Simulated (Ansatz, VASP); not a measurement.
C: VASP beside Ansatz

```
C
1.0
     2.50320    0.00000    0.00000
    -1.25160    2.16783    0.00000
     0.00000    0.00000    4.16887
C
4
Direct
  0.33333 0.66667 0.00023
  0.66667 0.33333 0.50023
  0.33333 0.66667 0.37477
  0.66667 0.33333 0.87477
```

Alike in both runs: task single point; functional r2SCAN; k mesh 12 × 12 × 6; no spin polarisation.

|  | VASP | Ansatz |
| --- | --- | --- |
| version | VASP 6.6.1 | Ansatz 0.2.0 |
| potentials or method | VASP PAW PBE potentials, release 64 (C) | plane waves, PAW |
| plane-wave cutoff (eV) | 520 | 500 |
| occupations | gaussian, width 0.01 eV | fixed |
| valence electrons in the cell | 16 | 16 |

```csv
,VASP,Ansatz,Ansatz less VASP
gap on the k mesh at the Fermi level (eV),3.56,3.60,+0.034
pressure (GPa),1.1,0.0,-1.11
rms of the force components (eV/Å),0.006,0.001,-0.0052
```

VASP's potentials were made for PBE, not for r2SCAN. Atom by atom the forces differ by 0.005 eV/Å (rms over components).
